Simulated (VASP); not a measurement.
Set up this calculation in VASP 6.6.1, as the native input.

```yaml
Task: single point
Functional: HSE06
Potentials_or_basis: VASP PAW PBE potentials, release 64 (Mg, O)
Cutoff: 520 eV
k_mesh: 8 × 8 × 8
Occupations: gaussian, width 0.01 eV
Spin: no spin polarisation
Dipole_correction: no
Grid_for_exact_exchange_PRECFOCK: Normal
Further_INCAR_settings: ALGO = Normal; EDIFF = 1e-07; NBANDS = 11
Share_of_exact_exchange: 0.25
Screening_parameter: 0.2079 1/Å
```

The system is MgO.

```
Mg O
1.0
     0.00000    2.08178    2.08178
     2.08178    0.00000    2.08178
     2.08178    2.08178    0.00000
Mg O
1 1
Direct
  0.00000 0.00000 0.00000
  0.50000 0.50000 0.50000
```

This cell differs from its parent crystal: strain -1.0%.

One way to write it, as run:

POSCAR

```
MgO
1.0
    0.0000000000      2.0817769957      2.0817769957
    2.0817769957      0.0000000000      2.0817769957
    2.0817769957      2.0817769957      0.0000000000
Mg O
1 1
Direct
    0.0000000000      0.0000000000      0.0000000000
    0.5000000000      0.5000000000      0.5000000000
```

INCAR.step1

```
PREC = Accurate ; ENCUT = 520
EDIFF = 1E-5 ; ISMEAR = 0
SIGMA = 0.01 ; LREAL = False
LASPH = True ; NELM = 60
ALGO = Normal ; ISIF = 2
LWAVE = True ; LCHARG = False
NBANDS = 11 ; GGA = PE
```

INCAR.step2

```
PREC = Accurate ; ENCUT = 520
EDIFF = 1E-7 ; ISMEAR = 0
SIGMA = 0.01 ; LREAL = False
LASPH = True ; NELM = 60
ALGO = Normal ; ISIF = 2
LWAVE = False ; LCHARG = False
GGA = PE ; LHFCALC = True
HFSCREEN = 0.2079 ; PRECFOCK = Normal
NBANDS = 11 ; ISTART = 1
```

KPOINTS

```
Automatic mesh
0
Gamma
  8 8 8
```

Potentials or basis: VASP PAW PBE potentials, release 64 (Mg, O).

The run is started by

```sh
$ cat potpaw_PBE.64/Mg/POTCAR potpaw_PBE.64/O/POTCAR > POTCAR
$ cp INCAR.step1 INCAR
$ mpirun -np 1 vasp_std > vasp.out
$ cp INCAR.step2 INCAR
$ mpirun -np 1 vasp_std > vasp.out
```

Results of the run:

| Item | Value |
| --- | --- |
| Pressure | 4.6 GPa |
| Band gap on the k mesh | 6.81 eV |

Caveat: the cell differs from its parent crystal (strain -1.0%); the cell stands under pressure; the PAW data sets were made with another functional, which shifts forces and pressure a little.

Run time: 58 min on 1 thread of AMD EPYC 7R43 64-Core Processor (Zen 3) (shared host), peak memory 0.22 GiB.
